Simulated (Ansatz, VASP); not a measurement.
## MnSb in VASP and in Ansatz

```
Mn Sb
1.0
     0.00000    3.08138    3.08138
     3.03584    0.04554    3.03584
     3.03584    3.03584    0.04554
Mn Sb
1 1
Direct
  0.00000 0.00000 0.00000
  0.25000 0.25000 0.25000
```

Change from the starting cell: strain e4 = +0.03, atoms carried along.

Alike in both runs: task single point; functional PBEsol; k mesh 10 × 10 × 10; occupations gaussian, width 0.05 eV; collinear spin.

|  | VASP | Ansatz |
| --- | --- | --- |
| version | VASP 6.6.1 | Ansatz 0.2.0 |
| potentials or method | VASP PAW PBE potentials, release 64 (Mn_pv, Sb), cutoff 520 eV | scalar-relativistic, plane waves, PAW |
| valence electrons in the cell | 18 | 30 |

Ansatz gave:

- gap on the k mesh at the Fermi level (eV): none
- pressure (GPa): 0.0
- traceless stress, the component that is largest in VASP (GPa): -1.17
- rms of the force components (eV/Å): 0.159
- net moment per atom (μB): 2.00
- size of the moment on the site where the two differ most (μB): 3.78

Task: What did VASP give for the same quantities?

Result: gap on the k mesh at the Fermi level (eV): none; pressure (GPa): 0.1; traceless stress, the component that is largest in VASP (GPa): -1.16; rms of the force components (eV/Å): 0.158; net moment per atom (μB): 2.00; size of the moment on the site where the two differ most (μB): 3.82.

VASP's potentials were made for PBE, not for PBEsol. Site moments also hang on the region over which each program counts them. Atom by atom the forces differ by 0.001 eV/Å (rms over components). A gap of «none» marks a metal or a gap that the smearing closes. With one functional, cell and mesh, what is left measures potentials, basis and numerics. VASP's potentials hold 18 valence electrons a cell and Ansatz's 30, so a difference there can come from the potentials and not from the codes.

Spin-orbit coupling is off throughout.
